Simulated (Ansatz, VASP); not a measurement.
## F: VASP beside Ansatz

The input INCAR:

```
ALGO = Normal ; EDIFF = 1E-6
ENCUT = 520 ; GGA = PS
ISIF = 2 ; ISMEAR = -1
LASPH = T ; LCHARG = F
LREAL = F ; LWAVE = F
NBANDS = 10 ; NELM = 80
PREC = Accurate ; SIGMA = 0.1
```

File KPOINTS:

```
k-points
0
Gamma
  20 20 20
```

File POSCAR:

```
F
1.0
   -1.1149905681      1.1149905681      1.1149905681
    1.1149905681     -1.1149905681      1.1149905681
    1.1149905681      1.1149905681     -1.1149905681
F
1
Direct
    0.0000000000      0.0000000000      0.0000000000
```

Input for Ansatz:

```yaml
crystal:
  lattice:
    - [-1.1149905681, 1.1149905681, 1.1149905681]
    - [1.1149905681, -1.1149905681, 1.1149905681]
    - [1.1149905681, 1.1149905681, -1.1149905681]
  atoms:
    - { symbol: F, position: [0.0, 0.0, 0.0] }
kpoints:
  mp_grid: { grid: [20, 20, 20] }
scf:
  occupations: { method: fermi_dirac, width: 0.1 }
hamiltonian:
  xc: pbesol
  pseudopotentials: { kind: all_electron, lapw: { basis_error: 0.001 } }
output:
  forces: true
  stress: true
  eigenvalues: true
  populations: true
```

Change from the starting cell: volume scaled by 0.6, LAPW.

Alike in both runs: task single point; functional PBEsol; k mesh 20 × 20 × 20; occupations fermi-dirac, width 0.1 eV; no spin polarisation.

|  | VASP | Ansatz |
| --- | --- | --- |
| version | VASP 6.6.1 | Ansatz 0.2.0 |
| potentials or method | VASP PAW PBE potentials, release 64 (F), cutoff 520 eV | all-electron LAPW, scalar-relativistic |

```tsv
	VASP	Ansatz	Ansatz less VASP
pressure (GPa)	135.9	136.5	+0.65
```

VASP's potentials were made for PBE, not for PBEsol. Both programs put the cell under a high pressure, so it lies far from rest at this level. Ansatz ran all-electron here, and VASP with PAW potentials.

Noted on VASP's run: the cell as given lies far from equilibrium.
